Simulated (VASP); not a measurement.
# C (R-3m) in VASP: further runs

C is run at these levels: PBE+D3(BJ); tasks: single point.

Program: VASP 6.6.1. These are calculated values, not measurements. Logs are shortened: lines on timing, memory, paths and dates and some standing lists are left out, and cuts for length are marked.

### 1 The cell of the first run

Symmetry: R-3m, No. 166, trigonal system. The conventional cell has a = 2.459 Å, b = 2.459 Å, c = 9.486 Å, α = 90.00°, β = 90.00°, γ = 120.00°. C (site symmetry 3m) has 3 C at 1.42 Å within 1.9 Å.

### 2 Single point, PBE+D3(BJ) (volume scaled by 0.94, then relaxed in part)

The input, INCAR:

```
SYSTEM = C
ALGO = Normal
EDIFF = 1E-6
ENCUT = 520
GGA = PE
ISIF = 2
ISMEAR = 0
IVDW = 12
LASPH = .True.
LCHARG = .False.
LREAL = .False.
LWAVE = .False.
NBANDS = 11
NELM = 100
PREC = Accurate
SIGMA = 0.02
```

The input, KPOINTS:

```
k-points
0
Gamma
  12 12 12
  0 0 0
```

The input, POSCAR:

```
C
1.0
    1.2297424245      0.7099921199      3.1618975227
   -1.2297424245      0.7099921199      3.1618975227
    0.0000000000     -1.4199842397      3.1618975227
C
2
Direct
    0.8334689703      0.8334689703      0.8334689703
    0.1665310297      0.1665310297      0.1665310297
```

Potentials or basis: VASP PAW PBE potentials, release 64 (C).

Run with:

```console
$ cat potpaw_PBE.64/C/POTCAR > POTCAR
$ mpirun -np 1 vasp_std > vasp.out
```

OUTCAR:

```text
SYSTEM = C
   EDIFF = 1E-6
   ENCUT = 520
   GGA = PE
   ISIF = 2
   ISMEAR = 0
   IVDW = 12
   LASPH = .True.
   LREAL = .False.
   NELM = 100
   PREC = Accurate
 IVDW          = 12

 ion  position               nearest neighbor table
   1  0.833  0.833  0.833-   2 1.42   2 1.42   2 1.42
   2  0.167  0.167  0.167-   1 1.42   1 1.42   1 1.42

  LATTYP: Found a trigonal (rhomboedric) cell.
 ALAT       =     3.4661147103
 COS(alpha) =     0.7482482811

  Lattice vectors:

 A1 = (   1.2297424245,   0.7099921199,   3.1618975227)
 A2 = (  -1.2297424245,   0.7099921199,   3.1618975227)
 A3 = (   0.0000000000,  -1.4199842397,   3.1618975227)

Analysis of symmetry for initial positions (statically):
=====================================================================
 Subroutine PRICEL returns:
 Original cell was already a primitive cell.

 Routine SETGRP: Setting up the symmetry group for a
 trigonal (rhombohedral) supercell.

 Subroutine GETGRP returns: Found 12 space group operations
 (whereof 12 operations were pure point group operations)
 out of a pool of 12 trial point group operations.

The static configuration has the point symmetry D_3d.

Analysis of symmetry for dynamics (positions and initial velocities):
=====================================================================
 Subroutine PRICEL returns:
 Original cell was already a primitive cell.

 Routine SETGRP: Setting up the symmetry group for a
 trigonal (rhombohedral) supercell.

 Subroutine GETGRP returns: Found 12 space group operations
 (whereof 12 operations were pure point group operations)
 out of a pool of 12 trial point group operations.

The dynamic configuration has the point symmetry D_3d.

 Subroutine INISYM returns: Found 12 space group operations
 (whereof 12 operations are pure point group operations),
 and found     1 'primitive' translations

----------------------------------------------------------------------------------------

                                     Primitive cell

  volume of cell :      16.5641

  direct lattice vectors                    reciprocal lattice vectors
     1.229742424  0.709992120  3.161897523     0.406589209  0.234744389  0.105421928
    -1.229742424  0.709992120  3.161897523    -0.406589209  0.234744389  0.105421928
     0.000000000 -1.419984240  3.161897523     0.000000000 -0.469488779  0.105421928

  length of vectors
     3.466114710  3.466114710  3.466114710     0.481179277  0.481179277  0.481179277

  position of ions in fractional coordinates (direct lattice)
     0.833468970  0.833468970  0.833468970
     0.166531030  0.166531030  0.166531030

  ion indices of the primitive-cell ions
   primitive index   ion index
                 1           1
                 2           2

----------------------------------------------------------------------------------------

 KPOINTS: k-points

Automatic generation of k-mesh.
 Grid dimensions read from file:
 generate k-points for:   12   12   12

 Generating k-lattice:

  Cartesian coordinates                     Fractional coordinates (reciprocal lattice)
     0.033882434  0.019562032  0.008785161     0.083333333  0.000000000  0.000000000
    -0.033882434  0.019562032  0.008785161     0.000000000  0.083333333  0.000000000
     0.000000000 -0.039124065  0.008785161     0.000000000  0.000000000  0.083333333

  Length of vectors
     0.040098273  0.040098273  0.040098273

  Shift w.r.t. Gamma in fractional coordinates (k-lattice)
     0.000000000  0.000000000  0.000000000

 Subroutine IBZKPT returns following result:
 ===========================================

 Found    189 irreducible k-points:

 Following reciprocal coordinates:
            Coordinates               Weight
  0.000000  0.000000  0.000000      1.000000
  0.083333  0.000000  0.000000      6.000000
  0.166667  0.000000 -0.000000      6.000000
  0.250000  0.000000  0.000000      6.000000
  0.333333  0.000000 -0.000000      6.000000
  0.416667  0.000000  0.000000      6.000000
[... 16 lines left out ...]
  0.500000  0.166667  0.000000     12.000000
 -0.416667  0.166667 -0.000000     12.000000
 [... further k-points ...]
   k-points           NKPTS =    189   k-points in BZ     NKDIM =    189   number of bands    NBANDS=     11
   number of dos      NEDOS =    301   number of ions     NIONS =      2
   total plane-waves  NPLWV =  21952
   dimension x,y,z NGX =    28 NGY =   28 NGZ =   28
   dimension x,y,z NGXF=    56 NGYF=   56 NGZF=   56
   ions per type =               2
   NGX,Y,Z   is equivalent  to a cutoff of  13.43, 13.43, 13.43 a.u.
   NGXF,Y,Z  is equivalent  to a cutoff of  26.86, 26.86, 26.86 a.u.
 SYSTEM =  C
   PREC   = accura    normal or accurate (medium, high low for compatibility)
   ISTART =      0    job   : 0-new  1-cont  2-samecut
   ICHARG =      2    charge: 1-file 2-atom 10-const
   ISPIN  =      1    spin polarized calculation?
   LNONCOLLINEAR =      F non collinear calculations
   LSORBIT =      F    spin-orbit coupling
   LASPH  =      T    aspherical Exc in radial PAW
   ENCUT  =  520.0 eV  38.22 Ry    6.18 a.u.   6.44  6.44  6.44*2*pi/ulx,y,z
   NELM   =    100;   NELMIN=  2; NELMDL= -5     # of ELM steps
   EDIFF  = 0.1E-05   stopping-criterion for ELM
   LREAL  =      F    real-space projection
   EDIFFG = 0.1E-04   stopping-criterion for IOM
   NSW    =      0    number of steps for IOM
   IBRION =     -1    ionic relax: 0-MD 1-quasi-New 2-CG
   NFREE  =      0    steps in history (QN), initial steepest desc. (CG)
   ISIF   =      2    stress and relaxation
   ISYM   =      2    0-nonsym 1-usesym 2-fastsym
   POTIM  = 0.5000    time-step for ionic-motion
   TEBEG  =    0.0;   TEEND  =   0.0 temperature during run
   PSTRESS=    0.0 pullay stress
   NELECT =       8.0000    total number of electrons
   NUPDOWN=      -1.0000    fix difference up-down
   EMIN   =  10.00;   EMAX   =-10.00  energy-range for DOS
   EFERMI =   0.00;   METHOD = LEGACY
   ISMEAR =     0;   SIGMA  =   0.02  broadening in eV -4-tet -1-fermi 0-gaus
   EFERMI_NEDOS =   21; number of points for ismear=-14 and -15
   IALGO  =     38    algorithm
   IMIX   =      4    mixing-type and parameters
     AMIX     =   0.40;   BMIX     =  1.00
     AMIX_MAG =   1.60;   BMIX_MAG =  1.00
  volume/ion in A,a.u.               =       8.28        55.89
  Fermi-wavevector in a.u.,A,eV,Ry     =   1.284446  2.427251 22.446919  1.649802
  Thomas-Fermi vector in A             =   2.416639
   LORBIT       =      0    0 simple, 1 ext, 2 COOP (PROOUT), +10 PAW based schemes
   GGA     = PE    functional components
   LHFCALC =     F    Hartree Fock is set to
   AEXX    =    0.0000 exact exchange contribution
   IVDW    =    12    specifies the selected vdW correction
   LEPSILON=     F    determine dielectric tensor
   LRPA    =     F    only Hartree local field effects (RPA)
 non-spin polarized calculation
 Gauss-broadening in eV      SIGMA  =   0.02
  energy-cutoff  :      520.00
  volume of cell :       16.56
 maximum number of plane-waves:       460
 NGX is ok and might be reduce to    28
   NGX = 13   NGY = 13   NGZ = 13

 number of electron       8.0000000 magnetization

 Free energy of the ion-electron system (eV)
  ---------------------------------------------------
  ext. energy  EPLUGINS =         0.00000000
  ---------------------------------------------------
  free energy    TOTEN  =       -18.38952924 eV

  energy without entropy =      -18.38952924  energy(sigma->0) =      -18.38952924

 E-fermi :   4.9294     XC(G=0): -10.7474

 val. band max:        4.8033273936   @ k =  -0.3333   0.3333   0.0000
 cond. band min:       5.7058904197   @ k =  -0.3333   0.3333   0.0000
 fundamental gap:      0.9025630261
 Fermi energy:         4.9294119801

 k-point     1 :       0.0000    0.0000    0.0000
  band No.  band energies     occupation
      1     -14.5249      2.00000
      2      -0.9528      2.00000
      3       2.2809      2.00000
      4       2.2809      2.00000
      5      10.0846      0.00000
      6      13.7001      0.00000
      7      13.7001      0.00000
      8      16.6359      0.00000
      9      18.1224      0.00000
     10      28.1725      0.00000
     11      32.5700      0.00000

 k-point     2 :       0.0833    0.0000    0.0000
  band No.  band energies     occupation
      1     -14.3546      2.00000
      2      -0.7917      2.00000
      3       1.6281      2.00000
      4       1.9434      2.00000
      5      10.3255      0.00000
      6      13.7875      0.00000
      7      14.3971      0.00000
      8      16.0532      0.00000
      9      18.4207      0.00000
     10      28.6930      0.00000
     11      30.3099      0.00000

 k-point     3 :       0.1667    0.0000   -0.0000
  band No.  band energies     occupation
      1     -13.8461      2.00000
      2      -0.3123      2.00000
      3      -0.0188      2.00000
      4       1.1528      2.00000
      5      11.0424      0.00000
      6      13.7801      0.00000
      7      14.5479      0.00000
      8      16.2455      0.00000
      9      19.3518      0.00000
     10      27.2991      0.00000
     11      28.9864      0.00000

 k-point     4 :       0.2500    0.0000    0.0000
  band No.  band energies     occupation
      1     -13.0062      2.00000
      2      -2.1412      2.00000
      3       0.2748      2.00000
      4       0.4786      2.00000
      5      12.0829      0.00000
      6      12.5578      0.00000
      7      13.6658      0.00000
      8      18.8049      0.00000
      9      20.5979      0.00000
     10      25.1046      0.00000
     11      27.3124      0.00000

 k-point     5 :       0.3333    0.0000   -0.0000
  band No.  band energies     occupation
      1     -11.8494      2.00000
      2      -4.3768      2.00000
      3      -0.4572      2.00000
      4       1.5375      2.00000
      5      10.2326      0.00000
      6      13.2304      0.00000
      7      14.0010      0.00000
      8      21.0154      0.00000
      9      21.6539      0.00000
     10      24.2521      0.00000
     11      26.0988      0.00000
[... 211 lines left out ...]
 k-point    21 :       0.3333    0.1667    0.0000
  band No.  band energies     occupation
      1     -12.4448      2.00000
      2      -2.4593      2.00000
      3      -1.1211      2.00000
      4       0.5040      2.00000
      5      11.4882      0.00000
      6      13.7518      0.00000
      7      15.5045      0.00000
      8      17.0166      0.00000
      9      22.1679      0.00000
     10      23.2132      0.00000
     11      29.0989      0.00000

 k-point    22 :       0.4167    0.1667    0.0000
  band No.  band energies     occupation
      1     -11.2930      2.00000
      2      -4.2601      2.00000
      3      -2.1440      2.00000
      4       1.5382      2.00000
      5       9.7558      0.00000
      6      15.1603      0.00000
      7      16.0143      0.00000
      8      18.1298      0.00000
      9      20.8608      0.00000
     10      24.4583      0.00000
     11      27.8562      0.00000

 k-point    23 :       0.5000    0.1667    0.0000
  band No.  band energies     occupation
      1      -9.8742      2.00000
      2      -6.2274      2.00000
      3      -2.7096      2.00000
      4       2.8057      2.00000
      5       8.0774      0.00000
      6      15.6497      0.00000
      7      16.5407      0.00000
      8      18.9089      0.00000
      9      20.7579      0.00000
     10      24.2202      0.00000
     11      28.5940      0.00000

 k-point    24 :      -0.4167    0.1667   -0.0000
  band No.  band energies     occupation
      1      -8.6699      2.00000
      2      -7.6389      2.00000
      3      -2.8969      2.00000
      4       3.8797      2.00000
      5       6.9326      0.00000
      6      15.6005      0.00000
      7      16.8002      0.00000
      8      18.1625      0.00000
      9      21.4170      0.00000
     10      24.7580      0.00000
     11      28.9120      0.00000

 [... further k-points ...]

------------------------ aborting loop because EDIFF is reached ----------------------------------------

 Edisp (eV)   -0.33529

 E8    (eV) :    -0.0958

  FORCE on cell =-STRESS in cart. coord.  units (eV):
  Direction    XX          YY          ZZ          XY          YZ          ZX
  --------------------------------------------------------------------------------------
  -------------------------------------------------------------------------------------
  Total       0.38733     0.38733     0.30034     0.00000     0.00000     0.00000
  in kB      37.46474    37.46474    29.05049     0.00000     0.00000     0.00000
  external pressure =       34.66 kB  Pullay stress =        0.00 kB

 VOLUME and BASIS-vectors are now :
 -----------------------------------------------------------------------------
  energy-cutoff  :      520.00
  volume of cell :       16.56
      direct lattice vectors                 reciprocal lattice vectors
     1.229742424  0.709992120  3.161897523     0.406589209  0.234744389  0.105421928
    -1.229742424  0.709992120  3.161897523    -0.406589209  0.234744389  0.105421928
     0.000000000 -1.419984240  3.161897523     0.000000000 -0.469488779  0.105421928

 POSITION                                       TOTAL-FORCE (eV/Angst)
 -----------------------------------------------------------------------------------
      0.00000      0.00000      7.90603         0.000000      0.000000      0.000926
      0.00000      0.00000      1.57966         0.000000     -0.000000     -0.000926
 -----------------------------------------------------------------------------------
    total drift:                                0.000000     -0.000000     -0.000000

  FREE ENERGIE OF THE ION-ELECTRON SYSTEM (eV)
  ---------------------------------------------------
  free  energy   TOTEN  =       -18.7248239046 eV

  energy  without entropy=      -18.7248239046  energy(sigma->0) =      -18.72482390
```

Run time: 30 s. Hardware: 1 thread of Intel Xeon 6975P-C (Granite Rapids), shared host; peak memory 0.17 GiB.

What came out:

| Item | Value |
| --- | --- |
| Free energy | -18.7248 eV |
| Pressure | 3.5 GPa |
| Band gap on the k mesh | 0.90 eV, direct |
| Dispersion energy per atom | -0.168 eV |

Stress tensor (GPa, compression positive):
```
3.75 0.00 0.00
0.00 3.75 0.00
0.00 0.00 2.91
```

### 3 Single point, PBE+D3(BJ) (volume scaled by 0.97, then relaxed in part)

The input, INCAR:

```
ALGO     = Normal         # electronic algorithm
EDIFF    = 1E-6           # SCF threshold, eV
ENCUT    = 520            # plane-wave cutoff, eV
GGA      = PE             # functional
ISIF     = 2              # what is computed and relaxed
ISMEAR   = 0              # smearing method
IVDW     = 12             # dispersion correction
LASPH    = True           # aspherical terms in the spheres
LCHARG   = True           # write CHGCAR
LELF     = True           # ELF
LREAL    = False          # projectors in reciprocal space
LVHAR    = True         
LWAVE    = False          # write WAVECAR
NBANDS   = 11             # bands
NELM     = 60             # most SCF steps
PREC     = Accurate       # precision mode
SIGMA    = 0.02           # smearing width, eV
```

The input, KPOINTS:

```
k-points
0
Gamma
  12 12 12
```

The input, POSCAR:

```
C
1.0
    1.2313148602      0.7108999660      3.2544810055
   -1.2313148602      0.7108999660      3.2544810055
    0.0000000000     -1.4217999320      3.2544810055
C
2
Direct
    0.8334363939      0.8334363939      0.8334363939
    0.1665636061      0.1665636061      0.1665636061
```

Potentials or basis: VASP PAW PBE potentials, release 64 (C).

Run with:

```console
$ cat potpaw_PBE.64/C/POTCAR > POTCAR
$ mpirun -np 1 vasp_std > vasp.out
```

It took 31 s on 1 thread of Intel Xeon 6975P-C (Granite Rapids), shared host; peak memory 0.17 GiB.

It converged, with:

```
Free energy                : -18.7321 eV
Pressure                   : 1.7 GPa
Band gap on the k mesh     : 0.78 eV, direct
Dispersion energy per atom : -0.162 eV
```

Stress tensor (GPa, compression positive):
```
1.98 0.00 0.00
0.00 1.98 0.00
0.00 0.00 1.16
```

Levels at points of the mesh, in eV from the valence-band top:
| k point | band 1 | band 2 | band 3 | band 4 | band 5 | band 6 | band 7 | band 8 |
| --- | --- | --- | --- | --- | --- | --- | --- | --- |
| (0.00, 0.00, 0.00) | -19.32 | -5.99 | -2.60 | -2.60 | 4.93 | 8.79 | 8.79 | 11.75 |
| (0.50, 0.00, 0.00) | -13.95 | -12.90 | -5.97 | -1.53 | 2.44 | 8.07 | 12.46 | 13.19 |
| (0.50, 0.50, 0.00) | -13.80 | -12.79 | -6.04 | -2.39 | 1.66 | 7.58 | 13.91 | 16.06 |
| (0.50, 0.50, 0.50) | -18.95 | -8.28 | -2.63 | -2.63 | 8.72 | 8.72 | 11.71 | 12.02 |
